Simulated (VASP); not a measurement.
# CaO (Cmcm) in VASP: further runs

The runs below take CaO through single point, with PBE.

Everything below comes from runs of VASP 6.6.1. Logs are shortened: lines on timing, memory, paths and dates and some standing lists are left out, and cuts for length are marked.

**1. The cell of the first run**

The structure is orthorhombic, space group Cmcm (No. 63). Conventional cell: a = 3.618 Å, b = 7.792 Å, c = 4.679 Å, α = 90.00°, β = 90.00°, γ = 90.00°. Ca (site symmetry m2m) has 5 O at 2.23 to 2.60 Å within 2.9 Å. O (site symmetry m2m) has 5 Ca at 2.23 to 2.60 Å within 2.9 Å.

**2. Single point, PBE**

File INCAR:

```
ALGO = Normal
EDIFF = 1E-6
ENCUT = 520
GGA = PE
ISIF = 2
ISMEAR = 0
LASPH = True
LCHARG = True
LELF = True
LREAL = False
LVHAR = True
LWAVE = False
NBANDS = 24
NELM = 60
PREC = Accurate
SIGMA = 0.05
```

File KPOINTS:

```
k-points
0
Gamma
  9 9 6
```

File POSCAR:

```
CaO
1.0
    3.6176222639      0.0000000000      0.0000000000
   -1.8088111319      3.8959456550      0.0000000000
    0.0000000000      0.0000000000      4.6793913223
Ca O
2 2
Direct
    0.3333333333      0.6666666667      0.7500000000
    0.6666666667      0.3333333333      0.2500000000
    0.3333333333      0.6666666667      0.2500000000
    0.6666666667      0.3333333333      0.7500000000
```

Potentials or basis: VASP PAW PBE potentials, release 64 (Ca_sv, O).

Started as:

```sh
$ cat potpaw_PBE.64/Ca_sv/POTCAR potpaw_PBE.64/O/POTCAR > POTCAR
$ mpirun -np 1 vasp_std > vasp.out
```

OUTCAR:

```text
EDIFF = 1E-6
   ENCUT = 520
   GGA = PE
   ISIF = 2
   ISMEAR = 0
   LASPH = True
   LREAL = False
   NELM = 60
   PREC = Accurate

 ion  position               nearest neighbor table
   1  0.333  0.667  0.750-   4 2.23   4 2.23   3 2.34   3 2.34
   2  0.667  0.333  0.250-   3 2.23   3 2.23   4 2.34   4 2.34
   3  0.333  0.667  0.250-   2 2.23   2 2.23   1 2.34   1 2.34
   4  0.667  0.333  0.750-   1 2.23   1 2.23   2 2.34   2 2.34

  LATTYP: Found a base centered orthorhombic cell.
 ALAT       =     3.6176222639
 B/A-ratio  =     2.1538708968
 C/A-ratio  =     1.2934991497

  Lattice vectors:

 A1 = (   1.8088111319,  -3.8959456550,   0.0000000000)
 A2 = (   1.8088111320,   3.8959456550,   0.0000000000)
 A3 = (   0.0000000000,   0.0000000000,   4.6793913223)

Analysis of symmetry for initial positions (statically):
=====================================================================
 Subroutine PRICEL returns:
 Original cell was already a primitive cell.

 Routine SETGRP: Setting up the symmetry group for a
 base centered orthorhombic supercell.

 Subroutine GETGRP returns: Found  8 space group operations
 (whereof  4 operations were pure point group operations)
 out of a pool of  8 trial point group operations.

The static configuration has the point symmetry C_2h.
 The point group associated with its full space group is D_2h.

Analysis of symmetry for dynamics (positions and initial velocities):
=====================================================================
 Subroutine PRICEL returns:
 Original cell was already a primitive cell.

 Routine SETGRP: Setting up the symmetry group for a
 base centered orthorhombic supercell.

 Subroutine GETGRP returns: Found  8 space group operations
 (whereof  4 operations were pure point group operations)
 out of a pool of  8 trial point group operations.

The dynamic configuration has the point symmetry C_2h.
 The point group associated with its full space group is D_2h.

 Subroutine INISYM returns: Found  8 space group operations
 (whereof  4 operations are pure point group operations),
 and found     1 'primitive' translations

----------------------------------------------------------------------------------------

                                     Primitive cell

  volume of cell :      65.9516

  direct lattice vectors                    reciprocal lattice vectors
     3.617622264  0.000000000  0.000000000     0.276424659  0.128338546  0.000000000
    -1.808811132  3.895945655  0.000000000     0.000000000  0.256677092  0.000000000
     0.000000000  0.000000000  4.679391322     0.000000000  0.000000000  0.213703008

  length of vectors
     3.617622264  4.295368466  4.679391322     0.304764457  0.256677092  0.213703008

  position of ions in fractional coordinates (direct lattice)
     0.333333333  0.666666667  0.750000000
     0.666666667  0.333333333  0.250000000
     0.333333333  0.666666667  0.250000000
     0.666666667  0.333333333  0.750000000

  ion indices of the primitive-cell ions
   primitive index   ion index
                 1           1
                 2           2
                 3           3
                 4           4

----------------------------------------------------------------------------------------

 KPOINTS: k-points

Automatic generation of k-mesh.
 Grid dimensions read from file:
 generate k-points for:    9    9    6

 Generating k-lattice:

  Cartesian coordinates                     Fractional coordinates (reciprocal lattice)
     0.030713851  0.014259838  0.000000000     0.111111111 -0.000000000  0.000000000
     0.000000000  0.028519677  0.000000000     0.000000000  0.111111111  0.000000000
     0.000000000  0.000000000  0.035617168     0.000000000  0.000000000  0.166666667

  Length of vectors
     0.033862717  0.028519677  0.035617168

  Shift w.r.t. Gamma in fractional coordinates (k-lattice)
     0.000000000  0.000000000  0.000000000

 Subroutine IBZKPT returns following result:
 ===========================================

 Found    100 irreducible k-points:

 Following reciprocal coordinates:
            Coordinates               Weight
  0.000000  0.000000  0.000000      1.000000
  0.111111 -0.000000  0.000000      4.000000
  0.222222 -0.000000  0.000000      4.000000
  0.333333 -0.000000  0.000000      4.000000
  0.444444 -0.000000  0.000000      4.000000
  0.000000  0.111111  0.000000      2.000000
[... 16 lines left out ...]
  0.333333  0.333333  0.000000      2.000000
  0.000000  0.444444  0.000000      2.000000
 [... further k-points ...]
   k-points           NKPTS =    100   k-points in BZ     NKDIM =    100   number of bands    NBANDS=     24
   number of dos      NEDOS =    301   number of ions     NIONS =      4
   total plane-waves  NPLWV =  32256
   dimension x,y,z NGX =    28 NGY =   32 NGZ =   36
   dimension x,y,z NGXF=    56 NGYF=   64 NGZF=   72
   ions per type =               2   2
   NGX,Y,Z   is equivalent  to a cutoff of  12.87, 12.39, 12.79 a.u.
   NGXF,Y,Z  is equivalent  to a cutoff of  25.73, 24.77, 25.58 a.u.
 SYSTEM =  unknown system
   PREC   = accura    normal or accurate (medium, high low for compatibility)
   ISTART =      0    job   : 0-new  1-cont  2-samecut
   ICHARG =      2    charge: 1-file 2-atom 10-const
   ISPIN  =      1    spin polarized calculation?
   LNONCOLLINEAR =      F non collinear calculations
   LSORBIT =      F    spin-orbit coupling
   LASPH  =      T    aspherical Exc in radial PAW
   ENCUT  =  520.0 eV  38.22 Ry    6.18 a.u.   6.73  7.99  8.70*2*pi/ulx,y,z
   NELM   =     60;   NELMIN=  2; NELMDL= -5     # of ELM steps
   EDIFF  = 0.1E-05   stopping-criterion for ELM
   LREAL  =      F    real-space projection
   EDIFFG = 0.1E-04   stopping-criterion for IOM
   NSW    =      0    number of steps for IOM
   IBRION =     -1    ionic relax: 0-MD 1-quasi-New 2-CG
   NFREE  =      0    steps in history (QN), initial steepest desc. (CG)
   ISIF   =      2    stress and relaxation
   ISYM   =      2    0-nonsym 1-usesym 2-fastsym
   POTIM  = 0.5000    time-step for ionic-motion
   TEBEG  =    0.0;   TEEND  =   0.0 temperature during run
   PSTRESS=    0.0 pullay stress
   NELECT =      32.0000    total number of electrons
   NUPDOWN=      -1.0000    fix difference up-down
   EMIN   =  10.00;   EMAX   =-10.00  energy-range for DOS
   EFERMI =   0.00;   METHOD = LEGACY
   ISMEAR =     0;   SIGMA  =   0.05  broadening in eV -4-tet -1-fermi 0-gaus
   EFERMI_NEDOS =   21; number of points for ismear=-14 and -15
   IALGO  =     38    algorithm
   IMIX   =      4    mixing-type and parameters
     AMIX     =   0.40;   BMIX     =  1.00
     AMIX_MAG =   1.60;   BMIX_MAG =  1.00
  volume/ion in A,a.u.               =      16.49       111.27
  Fermi-wavevector in a.u.,A,eV,Ry     =   1.286421  2.430983 22.515983  1.654878
  Thomas-Fermi vector in A             =   2.418496
   LORBIT       =      0    0 simple, 1 ext, 2 COOP (PROOUT), +10 PAW based schemes
   GGA     = PE    functional components
   LHFCALC =     F    Hartree Fock is set to
   AEXX    =    0.0000 exact exchange contribution
   IVDW    =     0    specifies the selected vdW correction
   LEPSILON=     F    determine dielectric tensor
   LRPA    =     F    only Hartree local field effects (RPA)
 non-spin polarized calculation
 Gauss-broadening in eV      SIGMA  =   0.05
  energy-cutoff  :      520.00
  volume of cell :       65.95
 maximum number of plane-waves:      1802
   NGX = 13   NGY = 15   NGZ = 17

 number of electron      32.0000006 magnetization

 Free energy of the ion-electron system (eV)
  ---------------------------------------------------
  ext. energy  EPLUGINS =         0.00000000
  ---------------------------------------------------
  free energy    TOTEN  =       -24.98313235 eV

  energy without entropy =      -24.98313235  energy(sigma->0) =      -24.98313235

 E-fermi :   1.6327     XC(G=0):  -9.3847

 val. band max:        1.3574331642   @ k =   0.0000   0.0000   0.0000
 cond. band min:       4.4528599896   @ k =   0.0000   0.0000   0.0000
 fundamental gap:      3.0954268254
 Fermi energy:         1.6326680705

 k-point     1 :       0.0000    0.0000    0.0000
  band No.  band energies     occupation
      1     -36.2993      2.00000
      2     -36.1541      2.00000
      3     -17.6325      2.00000
      4     -17.5027      2.00000
      5     -17.4100      2.00000
      6     -17.3014      2.00000
[... 16 lines left out ...]
     23       9.6286      0.00000
     24      10.1611      0.00000

 k-point     2 :       0.1111   -0.0000    0.0000
  band No.  band energies     occupation
      1     -36.2925      2.00000
      2     -36.1558      2.00000
      3     -17.6127      2.00000
      4     -17.5341      2.00000
      5     -17.4688      2.00000
      6     -17.3050      2.00000
[... 16 lines left out ...]
     23       9.5786      0.00000
     24       9.9589      0.00000

 k-point     3 :       0.2222   -0.0000    0.0000
  band No.  band energies     occupation
      1     -36.2738      2.00000
      2     -36.1615      2.00000
      3     -17.6497      2.00000
      4     -17.5893      2.00000
      5     -17.5567      2.00000
      6     -17.3531      2.00000
[... 16 lines left out ...]
     23       9.6718      0.00000
     24       9.7897      0.00000

 k-point     4 :       0.3333   -0.0000    0.0000
  band No.  band energies     occupation
      1     -36.2480      2.00000
      2     -36.1726      2.00000
      3     -17.7993      2.00000
      4     -17.7212      2.00000
      5     -17.4743      2.00000
      6     -17.3944      2.00000
[... 16 lines left out ...]
     23       9.7896      0.00000
     24      10.0482      0.00000

 k-point     5 :       0.4444   -0.0000    0.0000
  band No.  band energies     occupation
      1     -36.2226      2.00000
      2     -36.1885      2.00000
      3     -17.8947      2.00000
      4     -17.8079      2.00000
      5     -17.4109      2.00000
      6     -17.3856      2.00000
[... 451 lines left out ...]
 k-point    22 :       0.2222    0.3333    0.0000
  band No.  band energies     occupation
      1     -36.2503      2.00000
      2     -36.1786      2.00000
      3     -17.7345      2.00000
      4     -17.6855      2.00000
      5     -17.5380      2.00000
      6     -17.4677      2.00000
[... 16 lines left out ...]
     23       9.4276      0.00000
     24      10.3129      0.00000

 k-point    23 :       0.3333    0.3333    0.0000
  band No.  band energies     occupation
      1     -36.2273      2.00000
      2     -36.1897      2.00000
      3     -17.8187      2.00000
      4     -17.7840      2.00000
      5     -17.5062      2.00000
      6     -17.3923      2.00000
[... 16 lines left out ...]
     23       9.6643      0.00000
     24      10.0656      0.00000

 k-point    24 :       0.0000    0.4444    0.0000
  band No.  band energies     occupation
      1     -36.2718      2.00000
      2     -36.1721      2.00000
      3     -17.6904      2.00000
      4     -17.6378      2.00000
      5     -17.5317      2.00000
      6     -17.4448      2.00000
[... 16 lines left out ...]
     23       9.3877      0.00000
     24       9.4341      0.00000

 [... further k-points ...]
[... 5 lines left out ...]
  --------------------------------------------------------------------------------------
  -------------------------------------------------------------------------------------
  Total        3.9981766     -1.8700918      2.0798025     -0.0000000      0.0000000      0.0000000
  in kB       97.1285898    -45.4305546     50.5251035     -0.0000000      0.0000000      0.0000000
  external PRESSURE =      34.0743796 kB  Pullay stress =       0.0000000 kB

 VOLUME and BASIS-vectors are now :
 -----------------------------------------------------------------------------
  energy-cutoff  :      520.00
  volume of cell :       65.95
      direct lattice vectors                 reciprocal lattice vectors
     3.617622264  0.000000000  0.000000000     0.276424659  0.128338546  0.000000000
    -1.808811132  3.895945655  0.000000000     0.000000000  0.256677092  0.000000000
     0.000000000  0.000000000  4.679391322     0.000000000  0.000000000  0.213703008

 POSITION                                       TOTAL-FORCE (eV/Angst)
 -----------------------------------------------------------------------------------
     -0.00000      2.59730      3.50954         0.000000      0.929621      0.000000
      1.80881      1.29865      1.16985        -0.000000     -0.929621      0.000000
     -0.00000      2.59730      1.16985         0.000000      0.617636     -0.000000
      1.80881      1.29865      3.50954        -0.000000     -0.617636      0.000000
 -----------------------------------------------------------------------------------
    total drift:                                0.000000     -0.000000     -0.000000

  FREE ENERGIE OF THE ION-ELECTRON SYSTEM (eV)
  ---------------------------------------------------
  free  energy   TOTEN  =       -24.9831323470 eV

  energy  without entropy=      -24.9831323470  energy(sigma->0) =      -24.98313235
```

Run time: 59 s. Hardware: 1 thread of Intel Xeon 6975P-C (Granite Rapids), shared host; peak memory 0.27 GiB.

Results:

* Free energy: -24.9831 eV
* Pressure: 3.4 GPa
* Largest force: 0.930 eV/Å
* Band gap on the k mesh: 3.10 eV, direct

Forces in eV/Å, atoms in the order of the input:
```
Ca   0.000  0.930  0.000
Ca   0.000 -0.930  0.000
O    0.000  0.618  0.000
O    0.000 -0.618  0.000
```

Caveat: the cell differs from its parent crystal (strain +e along x and -e along y -0.1100, strain +e along z and -e/2 along x and y -0.0267). A k mesh can miss the band edges.

**3. Single point, PBE**

This run uses another cell than the first one, of the same volume but with other edges.

File INCAR:

```
  PREC = Accurate
  ENCUT = 520
  EDIFF = 1E-6
  ISMEAR = 0
  SIGMA = 0.05
  LREAL = F
  LASPH = T
  NELM = 100
  ALGO = Normal
  ISIF = 2
  LWAVE = F
  LCHARG = T
  GGA = PE
  LELF = T
  LVHAR = T
  NBANDS = 24
```

File KPOINTS:

```
Automatic mesh
0
Gamma
  9 9 6
```

File POSCAR:

```
CaO
1.0
    4.3917257493      0.0000000000      0.0000000000
   -2.1958628747      3.0403531922      0.0000000000
    0.0000000000      0.0000000000      4.9361256247
Ca O
2 2
Direct
    0.3333333333      0.6666666667      0.7500000000
    0.6666666667      0.3333333333      0.2500000000
    0.3333333333      0.6666666667      0.2500000000
    0.6666666667      0.3333333333      0.7500000000
```

Potentials or basis: VASP PAW PBE potentials, release 64 (Ca_sv, O).

Started as:

```sh
$ cat potpaw_PBE.64/Ca_sv/POTCAR potpaw_PBE.64/O/POTCAR > POTCAR
$ mpirun -np 1 vasp_std > vasp.out
```

OUTCAR:

```text
PREC = Accurate
   ENCUT = 520
   EDIFF = 1E-6
   ISMEAR = 0
   LREAL = F
   LASPH = T
   NELM = 100
   ISIF = 2
   GGA = PE

 ion  position               nearest neighbor table
   1  0.333  0.667  0.750-   4 2.03   4 2.42   4 2.42   3 2.47   3 2.47
   2  0.667  0.333  0.250-   3 2.03   3 2.42   3 2.42   4 2.47   4 2.47
   3  0.333  0.667  0.250-   2 2.03   2 2.42   2 2.42   1 2.47   1 2.47
   4  0.667  0.333  0.750-   1 2.03   1 2.42   1 2.42   2 2.47   2 2.47

  Warning from LATTYP: Monoclinic adjustment (A1->A3, A2->A1, A3->A2)!
  LATTYP: Found a base centered orthorhombic cell.
 ALAT       =     4.3917257493
 B/A-ratio  =     1.3845824470
 C/A-ratio  =     1.1239603533

  Lattice vectors:

 A1 = (   2.1958628747,  -3.0403531922,   0.0000000000)
 A2 = (   2.1958628746,   3.0403531922,   0.0000000000)
 A3 = (   0.0000000000,   0.0000000000,   4.9361256247)

Analysis of symmetry for initial positions (statically):
=====================================================================
 Subroutine PRICEL returns:
[... 171 lines left out ...]
  ---------------------------------------------------
  ext. energy  EPLUGINS =         0.00000000
  ---------------------------------------------------
  free energy    TOTEN  =       -24.77978900 eV

  energy without entropy =      -24.77978900  energy(sigma->0) =      -24.77978900

 E-fermi :   1.4942     XC(G=0):  -9.4058

 val. band max:        1.1686130806   @ k =   0.0000   0.0000   0.0000
 cond. band min:       4.5952244966   @ k =   0.0000   0.0000   0.0000
 fundamental gap:      3.4266114160
 Fermi energy:         1.4942398480

 k-point     1 :       0.0000    0.0000    0.0000
  band No.  band energies     occupation
      1     -36.2545      2.00000
      2     -36.1293      2.00000
      3     -17.6159      2.00000
      4     -17.5822      2.00000
      5     -17.3929      2.00000
      6     -17.2798      2.00000
[... 637 lines left out ...]
     23       9.6556      0.00000
     24      10.1837      0.00000

 [... further k-points ...]
[... 5 lines left out ...]
  --------------------------------------------------------------------------------------
  -------------------------------------------------------------------------------------
  Total       -1.8693755      8.2015223     -0.7700249     -0.0000000      0.0000000      0.0000000
  in kB      -45.4424426    199.3699028    -18.7184515     -0.0000000      0.0000000      0.0000000
  external PRESSURE =      45.0696696 kB  Pullay stress =       0.0000000 kB

 VOLUME and BASIS-vectors are now :
 -----------------------------------------------------------------------------
  energy-cutoff  :      520.00
  volume of cell :       65.91
      direct lattice vectors                 reciprocal lattice vectors
     4.391725749  0.000000000  0.000000000     0.227700921  0.164454578  0.000000000
    -2.195862875  3.040353192  0.000000000     0.000000000  0.328909155  0.000000000
     0.000000000  0.000000000  4.936125625     0.000000000  0.000000000  0.202588037

 POSITION                                       TOTAL-FORCE (eV/Angst)
 -----------------------------------------------------------------------------------
     -0.00000      2.02690      3.70209         0.000000     -2.350199      0.000000
      2.19586      1.01345      1.23403        -0.000000      2.350199     -0.000000
     -0.00000      2.02690      1.23403         0.000000     -2.027526      0.000000
      2.19586      1.01345      3.70209        -0.000000      2.027526      0.000000
 -----------------------------------------------------------------------------------
    total drift:                                0.000000     -0.000000      0.000000

  FREE ENERGIE OF THE ION-ELECTRON SYSTEM (eV)
  ---------------------------------------------------
  free  energy   TOTEN  =       -24.7797890033 eV

  energy  without entropy=      -24.7797890033  energy(sigma->0) =      -24.77978900
```

OSZICAR:

```text
N       E                     dE             d eps       ncg     rms          rms(c)
DAV:   1     0.324627362380E+03    0.32463E+03   -0.16464E+04  4800   0.133E+03
DAV:   2    -0.269762880467E+01   -0.32732E+03   -0.30938E+03  5528   0.388E+02
DAV:   3    -0.287405229326E+02   -0.26043E+02   -0.25855E+02  7824   0.104E+02
DAV:   4    -0.296520191724E+02   -0.91150E+00   -0.90988E+00  6696   0.173E+01
DAV:   5    -0.296731800090E+02   -0.21161E-01   -0.21160E-01  6960   0.207E+00    0.133E+01
DAV:   6    -0.249041695415E+02    0.47690E+01   -0.22365E+01  6376   0.308E+01    0.552E+00
DAV:   7    -0.248164028157E+02    0.87767E-01   -0.25447E+00  6376   0.108E+01    0.286E+00
DAV:   8    -0.247874988766E+02    0.28904E-01   -0.38515E-01  5944   0.478E+00    0.945E-01
DAV:   9    -0.247763547550E+02    0.11144E-01   -0.11284E-01  6456   0.213E+00    0.248E-01
DAV:  10    -0.247794759465E+02   -0.31212E-02   -0.12016E-02  5640   0.764E-01    0.114E-01
DAV:  11    -0.247799793533E+02   -0.50341E-03   -0.54114E-03  6168   0.431E-01    0.112E-01
DAV:  12    -0.247797888536E+02    0.19050E-03   -0.14331E-03  5632   0.263E-01    0.164E-02
DAV:  13    -0.247797871882E+02    0.16654E-05   -0.73415E-05  6120   0.676E-02    0.351E-03
DAV:  14    -0.247797893680E+02   -0.21797E-05   -0.92387E-06  5920   0.175E-02    0.274E-03
DAV:  15    -0.247797890033E+02    0.36464E-06   -0.88230E-07  4352   0.638E-03
   1 F= -.24779789E+02 E0= -.24779789E+02  d E =-.220789E-22
```

It took 63 s on 1 thread of Intel Xeon 6975P-C (Granite Rapids), shared host; peak memory 0.27 GiB.

What came out:

```
Free energy            : -24.7798 eV
Pressure               : 4.5 GPa
Largest force          : 2.350 eV/Å
Band gap on the k mesh : 3.43 eV, direct
```

Forces on the atoms (eV/Å):
```
Ca   0.000 -2.350  0.000
Ca   0.000  2.350  0.000
O    0.000 -2.028  0.000
O    0.000  2.028  0.000
```

Levels at points of the mesh, in eV from the valence-band top:
```tsv
k point	band 12	band 13	band 14	band 15	band 16	band 17	band 18	band 19	band 20	band 21
(0.00, 0.00, 0.00)	-1.19	-1.12	-0.79	-0.77	0.00	3.43	6.43	6.45	7.47	7.79
(0.00, 0.00, 0.50)	-1.43	-1.30	-1.30	-0.85	-0.85	5.18	5.18	7.76	7.76	8.20
```

Caveat: the cell differs from its parent crystal (strain +e along x and -e along y +0.1100, strain +e along z and -e/2 along x and y +0.0267); forces of over 1 eV/Å act on the atoms, so gaps and moduli don't describe the material at rest.
